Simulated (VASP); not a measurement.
# ReSb2 (P-3m1) in VASP: density of states with PBEsol

Aim: the density of states of ReSb2 with PBEsol.

Program: VASP 6.6.1. These are calculated values, not measurements. Logs are shortened: lines on timing, memory, paths and dates and some standing lists are left out, and cuts for length are marked.

## 1. The cell of the first run

The structure is trigonal, space group P-3m1 (No. 164). The conventional cell has a = 3.403 Å, b = 3.403 Å, c = 6.440 Å, α = 90.00°, β = 90.00°, γ = 120.00°. Within 3.6 Å of Re (site symmetry -3m) lie 6 Sb at 2.71 Å and 6 Re at 3.40 Å. Within 3.6 Å of Sb (site symmetry 3m) lie 3 Re at 2.71 Å and 9 Sb at 3.35 to 3.40 Å.

## 2. Density of states, PBEsol

The input, POSCAR:

```
ReSb2
1.0
    3.4032429157      0.0000000000      0.0000000000
   -1.7016214579      2.9472948203      0.0000000000
    0.0000000000      0.0000000000      6.4399591335
Re Sb
1 2
Direct
    0.0000000000      0.0000000000      0.0000000000
    0.3333333333      0.6666666667      0.2889214890
    0.6666666667      0.3333333333      0.7110785110
```

The input, INCAR.step1:

```
PREC     = Accurate       # precision mode
ENCUT    = 520            # plane-wave cutoff, eV
EDIFF    = 1E-6           # SCF threshold, eV
ISMEAR   = 0              # smearing method
SIGMA    = 0.05           # smearing width, eV
LREAL    = False          # projectors in reciprocal space
LASPH    = True           # aspherical terms in the spheres
NELM     = 100            # most SCF steps
ALGO     = Normal         # electronic algorithm
ISIF     = 2              # what is computed and relaxed
LWAVE    = False          # write WAVECAR
LCHARG   = True           # write CHGCAR
LMAXMIX  = 4              # l up to which the mixer works
GGA      = PS             # functional
NBANDS   = 16             # bands
```

The input, KPOINTS.step1:

```
Automatic mesh
0
Gamma
  10 10 6
```

The input, INCAR.step2:

```
PREC     = Accurate       # precision mode
ENCUT    = 520            # plane-wave cutoff, eV
EDIFF    = 1E-6           # SCF threshold, eV
ISMEAR   = -5             # smearing method
SIGMA    = 0.05           # smearing width, eV
LREAL    = False          # projectors in reciprocal space
LASPH    = True           # aspherical terms in the spheres
NELM     = 100            # most SCF steps
ALGO     = Normal         # electronic algorithm
ISIF     = 2              # what is computed and relaxed
LWAVE    = False          # write WAVECAR
LCHARG   = False          # write CHGCAR
LMAXMIX  = 4              # l up to which the mixer works
GGA      = PS             # functional
LORBIT   = 11             # projections on sites
NBANDS   = 16             # bands
NEDOS    = 1001           # points of the DOS
ICHARG   = 11             # starting density
```

The input, KPOINTS.step2:

```
Automatic mesh
0
Gamma
  15 15 9
```

Potentials or basis: VASP PAW PBE potentials, release 64 (Re, Sb).

Command:

```bash
cat potpaw_PBE.64/Re/POTCAR potpaw_PBE.64/Sb/POTCAR > POTCAR
cp INCAR.step1 INCAR
cp KPOINTS.step1 KPOINTS
mpirun -np 1 vasp_std > vasp.out
cp INCAR.step2 INCAR
cp KPOINTS.step2 KPOINTS
mpirun -np 1 vasp_std > vasp.out
```

OUTCAR:

```text
PREC = Accurate
   ENCUT = 520
   EDIFF = 1E-6
   ISMEAR = -5
   LREAL = False
   LASPH = True
   NELM = 100
   ISIF = 2
   GGA = PS
   LORBIT = 11
   ICHARG = 11

 ion  position               nearest neighbor table
   1  0.000  0.000  0.000-   2 2.71   3 2.71   3 2.71   2 2.71   3 2.71   2 2.71
   2  0.333  0.667  0.289-   1 2.71   1 2.71   1 2.71   3 3.35   3 3.35   3 3.35
   3  0.667  0.333  0.711-   1 2.71   1 2.71   1 2.71   2 3.35   2 3.35   2 3.35

  LATTYP: Found a hexagonal cell.
 ALAT       =     3.4032429157
 C/A-ratio  =     1.8923007534

  Lattice vectors:

 A1 = (   3.4032429157,   0.0000000000,   0.0000000000)
 A2 = (  -1.7016214579,   2.9472948203,   0.0000000000)
 A3 = (   0.0000000000,   0.0000000000,   6.4399591335)

Analysis of symmetry for initial positions (statically):
=====================================================================
 Subroutine PRICEL returns:
 Original cell was already a primitive cell.

 Routine SETGRP: Setting up the symmetry group for a
 hexagonal supercell.

 Subroutine GETGRP returns: Found 12 space group operations
 (whereof 12 operations were pure point group operations)
 out of a pool of 24 trial point group operations.

The static configuration has the point symmetry D_3d.

Analysis of symmetry for dynamics (positions and initial velocities):
=====================================================================
 Subroutine PRICEL returns:
 Original cell was already a primitive cell.

 Routine SETGRP: Setting up the symmetry group for a
 hexagonal supercell.

 Subroutine GETGRP returns: Found 12 space group operations
 (whereof 12 operations were pure point group operations)
 out of a pool of 24 trial point group operations.

The dynamic configuration has the point symmetry D_3d.

 Subroutine INISYM returns: Found 12 space group operations
 (whereof 12 operations are pure point group operations),
 and found     1 'primitive' translations

----------------------------------------------------------------------------------------

                                     Primitive cell

  volume of cell :      64.5951

  direct lattice vectors                    reciprocal lattice vectors
     3.403242916  0.000000000  0.000000000     0.293837385  0.169647094  0.000000000
    -1.701621458  2.947294820  0.000000000     0.000000000  0.339294187  0.000000000
     0.000000000  0.000000000  6.439959134     0.000000000  0.000000000  0.155280488

  length of vectors
     3.403242916  3.403242916  6.439959134     0.339294187  0.339294187  0.155280488

  position of ions in fractional coordinates (direct lattice)
     0.000000000  0.000000000  0.000000000
     0.333333333  0.666666667  0.288921489
     0.666666667  0.333333333  0.711078511

  ion indices of the primitive-cell ions
   primitive index   ion index
                 1           1
                 2           2
                 3           3

----------------------------------------------------------------------------------------

 KPOINTS: Automatic mesh

Automatic generation of k-mesh.
 Grid dimensions read from file:
 generate k-points for:   15   15    9

 Generating k-lattice:

  Cartesian coordinates                     Fractional coordinates (reciprocal lattice)
     0.019589159  0.011309806  0.000000000     0.066666667  0.000000000  0.000000000
     0.000000000  0.022619612  0.000000000     0.000000000  0.066666667  0.000000000
     0.000000000  0.000000000  0.017253388     0.000000000  0.000000000  0.111111111

  Length of vectors
     0.022619612  0.022619612  0.017253388

  Shift w.r.t. Gamma in fractional coordinates (k-lattice)
     0.000000000  0.000000000  0.000000000

 TETIRR: Found   2940 inequivalent tetrahedra from    12150

 Subroutine IBZKPT returns following result:
 ===========================================

 Found    211 irreducible k-points:

 Following reciprocal coordinates:
            Coordinates               Weight
  0.000000  0.000000  0.000000      1.000000
  0.066667  0.000000  0.000000      6.000000
  0.133333  0.000000  0.000000      6.000000
  0.200000  0.000000  0.000000      6.000000
  0.266667  0.000000  0.000000      6.000000
  0.333333  0.000000  0.000000      6.000000
[... 16 lines left out ...]
  0.333333  0.200000  0.000000     12.000000
  0.400000  0.200000  0.000000      6.000000
 [... further k-points ...]
   k-points           NKPTS =    211   k-points in BZ     NKDIM =    211   number of bands    NBANDS=     16
   number of dos      NEDOS =   1001   number of ions     NIONS =      3
   total plane-waves  NPLWV =  37632
   dimension x,y,z NGX =    28 NGY =   28 NGZ =   48
   dimension x,y,z NGXF=    56 NGYF=   56 NGZF=   96
   ions per type =               1   2
   NGX,Y,Z   is equivalent  to a cutoff of  13.68, 13.68, 12.39 a.u.
   NGXF,Y,Z  is equivalent  to a cutoff of  27.36, 27.36, 24.78 a.u.
 SYSTEM =  unknown system
   PREC   = accura    normal or accurate (medium, high low for compatibility)
   ISTART =      0    job   : 0-new  1-cont  2-samecut
   ICHARG =     11    charge: 1-file 2-atom 10-const
   ISPIN  =      1    spin polarized calculation?
   LNONCOLLINEAR =      F non collinear calculations
   LSORBIT =      F    spin-orbit coupling
   LASPH  =      T    aspherical Exc in radial PAW
   ENCUT  =  520.0 eV  38.22 Ry    6.18 a.u.   6.33  6.33 11.97*2*pi/ulx,y,z
   NELM   =    100;   NELMIN=  2; NELMDL=  0     # of ELM steps
   EDIFF  = 0.1E-05   stopping-criterion for ELM
   LREAL  =      F    real-space projection
   EDIFFG = 0.1E-04   stopping-criterion for IOM
   NSW    =      0    number of steps for IOM
   IBRION =     -1    ionic relax: 0-MD 1-quasi-New 2-CG
   NFREE  =      0    steps in history (QN), initial steepest desc. (CG)
   ISIF   =      2    stress and relaxation
   ISYM   =      2    0-nonsym 1-usesym 2-fastsym
   POTIM  = 0.5000    time-step for ionic-motion
   TEBEG  =    0.0;   TEEND  =   0.0 temperature during run
   PSTRESS=    0.0 pullay stress
   NELECT =      17.0000    total number of electrons
   NUPDOWN=      -1.0000    fix difference up-down
   EMIN   =  10.00;   EMAX   =-10.00  energy-range for DOS
   EFERMI =   0.00;   METHOD = LEGACY
   ISMEAR =    -5;   SIGMA  =   0.05  broadening in eV -4-tet -1-fermi 0-gaus
   EFERMI_NEDOS =   21; number of points for ismear=-14 and -15
   IALGO  =     38    algorithm
   IMIX   =      4    mixing-type and parameters
     AMIX     =   0.40;   BMIX     =  1.00
     AMIX_MAG =   1.60;   BMIX_MAG =  1.00
  volume/ion in A,a.u.               =      21.53       145.30
  Fermi-wavevector in a.u.,A,eV,Ry     =   1.049119  1.982547 14.975250  1.100650
  Thomas-Fermi vector in A             =   2.184068
   LORBIT       =     11    0 simple, 1 ext, 2 COOP (PROOUT), +10 PAW based schemes
   GGA     = PS    functional components
   LHFCALC =     F    Hartree Fock is set to
   AEXX    =    0.0000 exact exchange contribution
   IVDW    =     0    specifies the selected vdW correction
   LEPSILON=     F    determine dielectric tensor
   LRPA    =     F    only Hartree local field effects (RPA)
 non-spin polarized calculation
 Fermi weights with tetrahedron method with Bloechl corrections
  energy-cutoff  :      520.00
  volume of cell :       64.60
 maximum number of plane-waves:      1775
 NGX is ok and might be reduce to    28

 number of electron      16.9999999 magnetization

 Free energy of the ion-electron system (eV)
  ---------------------------------------------------
  ext. energy  EPLUGINS =         0.00000000
  ---------------------------------------------------
  free energy    TOTEN  =       -21.38765401 eV

  energy without entropy =      -21.38765401  energy(sigma->0) =      -21.38765401

 E-fermi :   8.9843     XC(G=0): -11.3490

 val. band max:        9.0381298651   @ k =   0.0000   0.4667   0.4444
 cond. band min:       8.9396253482   @ k =   0.3333   0.2667   0.4444
 fundamental gap:     -0.0985045169
 Fermi energy:         8.9843121795

 k-point     1 :       0.0000    0.0000    0.0000
  band No.  band energies     occupation
      1      -4.1348      2.00000
      2      -1.4481      2.00000
      3       1.7677      2.00000
      4       6.6079      2.00000
      5       6.6079      2.00000
      6       6.8565      2.00000
[... 8 lines left out ...]
     15      16.2404      0.00000
     16      17.9153      0.00000

 k-point     2 :       0.0667    0.0000    0.0000
  band No.  band energies     occupation
      1      -4.0531      2.00000
      2      -1.4007      2.00000
      3       1.8638      2.00000
      4       6.4850      2.00000
      5       6.6591      2.00000
      6       6.8810      2.00000
[... 8 lines left out ...]
     15      16.5798      0.00000
     16      17.6665      0.00000

 k-point     3 :       0.1333    0.0000    0.0000
  band No.  band energies     occupation
      1      -3.8097      2.00000
      2      -1.2609      2.00000
      3       2.1473      2.00000
      4       6.1682      2.00000
      5       6.7901      2.00000
      6       6.9274      2.00000
[... 8 lines left out ...]
     15      16.9654      0.00000
     16      17.9974      0.00000

 k-point     4 :       0.2000    0.0000    0.0000
  band No.  band energies     occupation
      1      -3.4098      2.00000
      2      -1.0382      2.00000
      3       2.6013      2.00000
      4       5.7489      2.00000
      5       6.7780      2.00000
      6       6.9082      2.00000
[... 8 lines left out ...]
     15      16.4911      0.00000
     16      17.4008      0.00000

 k-point     5 :       0.2667    0.0000    0.0000
  band No.  band energies     occupation
      1      -2.8635      2.00000
      2      -0.7533      2.00000
      3       3.1847      2.00000
      4       5.2182      2.00000
      5       6.0304      2.00000
      6       6.8803      2.00000
[... 8 lines left out ...]
     15      15.6449      0.00000
     16      16.7254      0.00000

 k-point     6 :       0.3333    0.0000    0.0000
  band No.  band energies     occupation
      1      -2.1907      2.00000
      2      -0.4500      2.00000
      3       3.7579      2.00000
      4       4.3735      2.00000
      5       5.5075      2.00000
      6       6.5551      2.00000
[... 8 lines left out ...]
     15      15.3527      0.00000
     16      15.9908      0.00000
[... 267 lines left out ...]
 k-point    21 :       0.2000    0.2000    0.0000
  band No.  band energies     occupation
      1      -2.0386      2.00000
      2      -0.3566      2.00000
      3       4.0256      2.00000
      4       4.8464      2.00000
      5       5.2180      2.00000
      6       6.1804      2.00000
[... 8 lines left out ...]
     15      16.7930      0.00000
     16      17.1436      0.00000

 k-point    22 :       0.2667    0.2000    0.0000
  band No.  band energies     occupation
      1      -1.3459      2.00000
      2      -0.0935      2.00000
      3       4.0995      2.00000
      4       4.4118      2.00000
      5       5.0154      2.00000
      6       5.7414      2.00000
[... 8 lines left out ...]
     15      17.1420      0.00000
     16      17.3162      0.00000

 k-point    23 :       0.3333    0.2000    0.0000
  band No.  band energies     occupation
      1      -0.6364      2.00000
      2       0.0514      2.00000
      3       3.2316      2.00000
      4       4.3466      2.00000
      5       5.2624      2.00000
      6       5.6537      2.00000
[... 8 lines left out ...]
     15      17.1411      0.00000
     16      17.9114      0.00000

 k-point    24 :       0.4000    0.2000    0.0000
  band No.  band energies     occupation
      1      -0.1087      2.00000
      2      -0.0940      2.00000
      3       2.8423      2.00000
      4       4.3037      2.00000
      5       5.1732      2.00000
      6       5.9296      2.00000
[... 8 lines left out ...]
     15      17.1374      0.00000
     16      18.1252      0.00000

 [... further k-points ...]
[... 5 lines left out ...]
  --------------------------------------------------------------------------------------
  -------------------------------------------------------------------------------------
  Total        0.0483654      0.0483654      0.0431660     -0.0000000      0.0000000      0.0000000
  in kB        1.1996249      1.1996249      1.0706620     -0.0000000      0.0000000      0.0000000
  external PRESSURE =       1.1566373 kB  Pullay stress =       0.0000000 kB

 VOLUME and BASIS-vectors are now :
 -----------------------------------------------------------------------------
  energy-cutoff  :      520.00
  volume of cell :       64.60
      direct lattice vectors                 reciprocal lattice vectors
     3.403242916  0.000000000  0.000000000     0.293837385  0.169647094  0.000000000
    -1.701621458  2.947294820  0.000000000     0.000000000  0.339294187  0.000000000
     0.000000000  0.000000000  6.439959134     0.000000000  0.000000000  0.155280488

 POSITION                                       TOTAL-FORCE (eV/Angst)
 -----------------------------------------------------------------------------------
      0.00000      0.00000      0.00000         0.000000      0.000000      0.000000
     -0.00000      1.96486      1.86064        -0.000000      0.000000     -0.051876
      1.70162      0.98243      4.57932         0.000000     -0.000000      0.051876
 -----------------------------------------------------------------------------------
    total drift:                               -0.000000      0.000000      0.000000

  FREE ENERGIE OF THE ION-ELECTRON SYSTEM (eV)
  ---------------------------------------------------
  free  energy   TOTEN  =       -21.3876540105 eV

  energy  without entropy=      -21.3876540105  energy(sigma->0) =      -21.38765401

 total charge

# of ion       s       p       d       tot
------------------------------------------
    1        0.487   0.439   4.975   5.900
    2        1.184   1.209   0.069   2.462
    3        1.184   1.209   0.069   2.462
--------------------------------------------------
tot          2.854   2.858   5.113  10.824
```

Run time: 76 s. Hardware: 1 thread of Intel Xeon 6975P-C (Granite Rapids), shared host; peak memory 0.36 GiB.

Results:

- Valence electrons inside the program's atomic spheres: Re 5.90; Sb 2.46

Caveat: the PAW data sets were made with another functional, which shifts forces and pressure a little; spin-orbit coupling is left out, which moves the levels of the heavy elements; tetrahedron occupations give inexact forces and stress in metals.
